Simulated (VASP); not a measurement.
# I (Fd-3m) in VASP: further runs

The runs below take I through single point, with LDA.

Everything below comes from runs of VASP 6.6.1. Logs are shortened: lines on timing, memory, paths and dates and some standing lists are left out, and cuts for length are marked.

## 1. The cell of the first run

The structure is cubic, space group Fd-3m (No. 227). The conventional cell has a = 5.562 Å, b = 5.562 Å, c = 5.562 Å, α = 90.00°, β = 90.00°, γ = 90.00°. I (site symmetry -43m) has 4 I at 2.41 Å within 3.2 Å.

## 2. Single point, LDA (21.51 Å³/atom)

Input file POSCAR:

```
I
1.0
    0.0000000000      2.7810902155      2.7810902155
    2.7810902155      0.0000000000      2.7810902155
    2.7810902155      2.7810902155      0.0000000000
I
2
Direct
   -0.1250000000     -0.1250000000     -0.1250000000
    0.1250000000      0.1250000000      0.1250000000
```

Input file INCAR.step1:

```
SYSTEM = I
  PREC = Accurate
  ENCUT = 520
  EDIFF = 1E-6
  ISMEAR = -1
  SIGMA = 0.08
  LREAL = .False.
  LASPH = .True.
  NELM = 100
  ALGO = Normal
  ISIF = 2
  LWAVE = .False.
  LCHARG = .True.
  NBANDS = 14
```

Input file KPOINTS.step1:

```
regular mesh
0
Gamma
  11 11 11
  0 0 0
```

Input file INCAR.step2:

```
SYSTEM = I
  PREC = Accurate
  ENCUT = 520
  EDIFF = 1E-6
  ISMEAR = -5
  SIGMA = 0.08
  LREAL = .False.
  LASPH = .True.
  NELM = 100
  ALGO = Normal
  ISIF = 2
  LWAVE = .False.
  LCHARG = .False.
  LORBIT = 11
  NEDOS = 2001
  ICHARG = 11
```

Input file KPOINTS.step2:

```
regular mesh
0
Gamma
  17 17 17
  0 0 0
```

Potentials or basis: VASP PAW LDA potentials, release 64 (I).

Started as:

```sh
> cat potpaw_LDA.64/I/POTCAR > POTCAR
> cp INCAR.step1 INCAR
> cp KPOINTS.step1 KPOINTS
> mpirun -np 1 vasp_std > vasp.out
> cp INCAR.step2 INCAR
> cp KPOINTS.step2 KPOINTS
> mpirun -np 1 vasp_std > vasp.out
```

OUTCAR:

```text
SYSTEM = I
   PREC = Accurate
   ENCUT = 520
   EDIFF = 1E-6
   ISMEAR = -5
   LREAL = .False.
   LASPH = .True.
   NELM = 100
   ISIF = 2
   LORBIT = 11
   ICHARG = 11

 ion  position               nearest neighbor table
   1  0.875  0.875  0.875-   2 2.41   2 2.41   2 2.41   2 2.41
   2  0.125  0.125  0.125-   1 2.41   1 2.41   1 2.41   1 2.41

  LATTYP: Found a face centered cubic cell.
 ALAT       =     5.5621804310

  Lattice vectors:

 A1 = (   0.0000000000,   2.7810902155,   2.7810902155)
 A2 = (   2.7810902155,   0.0000000000,   2.7810902155)
 A3 = (   2.7810902155,   2.7810902155,   0.0000000000)

Analysis of symmetry for initial positions (statically):
=====================================================================
 Subroutine PRICEL returns:
 Original cell was already a primitive cell.

 Routine SETGRP: Setting up the symmetry group for a
 face centered cubic supercell.

 Subroutine GETGRP returns: Found 48 space group operations
 (whereof 12 operations were pure point group operations)
 out of a pool of 48 trial point group operations.

The static configuration has the point symmetry D_3d.
 The point group associated with its full space group is O_h .

Analysis of symmetry for dynamics (positions and initial velocities):
=====================================================================
 Subroutine PRICEL returns:
 Original cell was already a primitive cell.

 Routine SETGRP: Setting up the symmetry group for a
 face centered cubic supercell.

 Subroutine GETGRP returns: Found 48 space group operations
 (whereof 12 operations were pure point group operations)
 out of a pool of 48 trial point group operations.

The dynamic configuration has the point symmetry D_3d.
 The point group associated with its full space group is O_h .

 Subroutine INISYM returns: Found 48 space group operations
 (whereof 12 operations are pure point group operations),
 and found     1 'primitive' translations

----------------------------------------------------------------------------------------

                                     Primitive cell

  volume of cell :      43.0205

  direct lattice vectors                    reciprocal lattice vectors
     0.000000000  2.781090215  2.781090215    -0.179785610  0.179785610  0.179785610
[... 94 lines left out ...]
   ISIF   =      2    stress and relaxation
   ISYM   =      2    0-nonsym 1-usesym 2-fastsym
   POTIM  = 0.5000    time-step for ionic-motion
   TEBEG  =    0.0;   TEEND  =   0.0 temperature during run
   PSTRESS=    0.0 pullay stress
   NELECT =      14.0000    total number of electrons
   NUPDOWN=      -1.0000    fix difference up-down
   EMIN   =  10.00;   EMAX   =-10.00  energy-range for DOS
   EFERMI =   0.00;   METHOD = LEGACY
   ISMEAR =    -5;   SIGMA  =   0.08  broadening in eV -4-tet -1-fermi 0-gaus
   EFERMI_NEDOS =   21; number of points for ismear=-14 and -15
   IALGO  =     38    algorithm
   IMIX   =      4    mixing-type and parameters
     AMIX     =   0.40;   BMIX     =  1.00
     AMIX_MAG =   1.60;   BMIX_MAG =  1.00
  volume/ion in A,a.u.               =      21.51       145.16
  Fermi-wavevector in a.u.,A,eV,Ry     =   1.126054  2.127933 17.252146  1.267997
  Thomas-Fermi vector in A             =   2.262734
   LORBIT       =     11    0 simple, 1 ext, 2 COOP (PROOUT), +10 PAW based schemes
   GGA     = CA    functional components
   LHFCALC =     F    Hartree Fock is set to
   AEXX    =    0.0000 exact exchange contribution
   IVDW    =     0    specifies the selected vdW correction
   LEPSILON=     F    determine dielectric tensor
   LRPA    =     F    only Hartree local field effects (RPA)
 non-spin polarized calculation
 Fermi weights with tetrahedron method with Bloechl corrections
  energy-cutoff  :      520.00
  volume of cell :       43.02
 maximum number of plane-waves:      1185
 NGX is ok and might be reduce to    30

 number of electron      14.0000002 magnetization

 Free energy of the ion-electron system (eV)
  ---------------------------------------------------
  ext. energy  EPLUGINS =         0.00000000
  ---------------------------------------------------
  free energy    TOTEN  =         7.05473819 eV

  energy without entropy =        7.05473819  energy(sigma->0) =        7.05473819

 E-fermi :  13.3024     XC(G=0): -11.2435

 val. band max:       13.3575705762   @ k =  -0.2941   0.4706   0.1765
 cond. band min:      13.1977927023   @ k =  -0.2353   0.2941   0.0588
 fundamental gap:     -0.1597778739
 Fermi energy:        13.3023682713

 k-point     1 :       0.0000    0.0000    0.0000
  band No.  band energies     occupation
      1      -8.1463      2.00000
      2       4.8947      2.00000
      3       5.9587      2.00000
      4       5.9587      2.00000
      5       5.9587      2.00000
      6       9.7760      2.00000
      7       9.7760      2.00000
      8       9.7760      2.00000
      9      15.4662      0.00000
     10      17.8990      0.00000
     11      17.8990      0.00000
[... 309 lines left out ...]
 k-point    24 :      -0.1176    0.0588    0.0000
  band No.  band energies     occupation
      1      -7.8773      2.00000
      2       2.5381      2.00000
      3       5.2629      2.00000
      4       5.7352      2.00000
      5       7.3902      2.00000
      6      10.1186      2.00000
      7      10.2523      2.00000
      8      10.9234      2.00000
      9      16.4618      0.00000
     10      16.8130      0.00000
     11      17.3803      0.00000

 [... further k-points ...]
[... 5 lines left out ...]
  --------------------------------------------------------------------------------------
  -------------------------------------------------------------------------------------
  Total       29.8649891     29.8649891     29.8649891      0.0000000      0.0000000      0.0000000
  in kB     1112.2379664   1112.2379664   1112.2379664      0.0000000      0.0000000      0.0000000
  external PRESSURE =    1112.2379664 kB  Pullay stress =       0.0000000 kB

 VOLUME and BASIS-vectors are now :
 -----------------------------------------------------------------------------
  energy-cutoff  :      520.00
  volume of cell :       43.02
      direct lattice vectors                 reciprocal lattice vectors
     0.000000000  2.781090215  2.781090215    -0.179785610  0.179785610  0.179785610
     2.781090215  0.000000000  2.781090215     0.179785610 -0.179785610  0.179785610
     2.781090215  2.781090215  0.000000000     0.179785610  0.179785610 -0.179785610

 POSITION                                       TOTAL-FORCE (eV/Angst)
 -----------------------------------------------------------------------------------
      4.86691      4.86691      4.86691         0.000000      0.000000      0.000000
      0.69527      0.69527      0.69527        -0.000000     -0.000000     -0.000000
 -----------------------------------------------------------------------------------
    total drift:                               -0.000000      0.000000      0.000000

  FREE ENERGIE OF THE ION-ELECTRON SYSTEM (eV)
  ---------------------------------------------------
  free  energy   TOTEN  =         7.0547381892 eV

  energy  without entropy=        7.0547381892  energy(sigma->0) =        7.05473819

 total charge

# of ion       s       p       d       tot
------------------------------------------
    1        1.626   2.788   0.386   4.800
    2        1.626   2.788   0.386   4.800
--------------------------------------------------
tot          3.252   5.576   0.771   9.599
```

OSZICAR.step1:

```text
N       E                     dE             d eps       ncg     rms          rms(c)
DAV:   1     0.756968225137E+02    0.75697E+02   -0.58959E+03  1568   0.867E+02
DAV:   2     0.105579370835E+02   -0.65139E+02   -0.59837E+02  2144   0.144E+02
DAV:   3     0.699538175303E+01   -0.35626E+01   -0.35318E+01  1996   0.371E+01
DAV:   4     0.693992312010E+01   -0.55459E-01   -0.55447E-01  1918   0.549E+00
DAV:   5     0.693872193210E+01   -0.12012E-02   -0.12012E-02  2026   0.785E-01    0.440E+01
DAV:   6     0.700840818339E+01    0.69686E-01   -0.11106E-02  1808   0.613E-01    0.267E+01
DAV:   7     0.704282045693E+01    0.34412E-01   -0.14563E-02  1802   0.707E-01    0.293E-01
DAV:   8     0.704338294183E+01    0.56248E-03   -0.13209E-03  1802   0.207E-01    0.142E-01
DAV:   9     0.704338648675E+01    0.35449E-05   -0.84056E-05  2014   0.502E-02    0.522E-02
DAV:  10     0.704338579418E+01   -0.69257E-06   -0.26151E-06  1878   0.108E-02
   1 F= 0.70433858E+01 E0= 0.70561238E+01  d E =-.254760E-01
```

Run time: 48 s. Hardware: 1 thread of Intel Xeon Platinum 8124M at 3.00GHz (Skylake/Cascade Lake), shared host; peak memory 0.19 GiB.

Results:

```yaml
Valence_electrons_inside_the_program's_atomic_spheres: I 4.80
```

Caveat: spin-orbit coupling is left out, which moves the levels of the heavy elements; tetrahedron occupations give inexact forces and stress in metals.

## 3. Single point, LDA (21.51 Å³/atom)

POSCAR is that of step 2.

Input file INCAR.step1:

```
PREC     = Accurate       # precision mode
ENCUT    = 520            # plane-wave cutoff, eV
EDIFF    = 1E-7           # SCF threshold, eV
ISMEAR   = -1             # smearing method
SIGMA    = 0.08           # smearing width, eV
LREAL    = F              # projectors in reciprocal space
LASPH    = T              # aspherical terms in the spheres
NELM     = 60             # most SCF steps
ALGO     = Normal         # electronic algorithm
ISIF     = 2              # what is computed and relaxed
LWAVE    = F              # write WAVECAR
LCHARG   = T              # write CHGCAR
NBANDS   = 14             # bands
```

Input file KPOINTS.step1:

```
regular mesh
0
Gamma
  11 11 11
```

Input file INCAR.step2:

```
PREC     = Accurate       # precision mode
ENCUT    = 520            # plane-wave cutoff, eV
EDIFF    = 1E-7           # SCF threshold, eV
ISMEAR   = -5             # smearing method
SIGMA    = 0.08           # smearing width, eV
LREAL    = F              # projectors in reciprocal space
LASPH    = T              # aspherical terms in the spheres
NELM     = 60             # most SCF steps
ALGO     = Normal         # electronic algorithm
ISIF     = 2              # what is computed and relaxed
LWAVE    = F              # write WAVECAR
LCHARG   = F              # write CHGCAR
LORBIT   = 11             # projections on sites
NBANDS   = 14             # bands
NEDOS    = 1001           # points of the DOS
ICHARG   = 11             # starting density
```

Input file KPOINTS.step2:

```
regular mesh
0
Gamma
  17 17 17
```

Potentials or basis: VASP PAW LDA potentials, release 64 (I).

Started as:

```sh
> cat potpaw_LDA.64/I/POTCAR > POTCAR
> cp INCAR.step1 INCAR
> cp KPOINTS.step1 KPOINTS
> mpirun -np 1 vasp_std > vasp.out
> cp INCAR.step2 INCAR
> cp KPOINTS.step2 KPOINTS
> mpirun -np 1 vasp_std > vasp.out
```

It took 63 s on 1 thread of Intel Xeon Platinum 8124M at 3.00GHz (Skylake/Cascade Lake), shared host; peak memory 0.2 GiB.

The run converged. Its results:

```
Valence electrons inside the program's atomic spheres : I 4.80
```

Levels at points of the mesh, in eV from the Fermi level:
```tsv
k point	band 3	band 4	band 5	band 6	band 7	band 8	band 9	band 10	band 11	band 12
(0.00, 0.00, 0.00)	-7.34	-7.34	-7.34	-3.53	-3.53	-3.53	2.16	4.60	4.60	6.39
```

Caveat: spin-orbit coupling is left out, which moves the levels of the heavy elements; tetrahedron occupations give inexact forces and stress in metals.
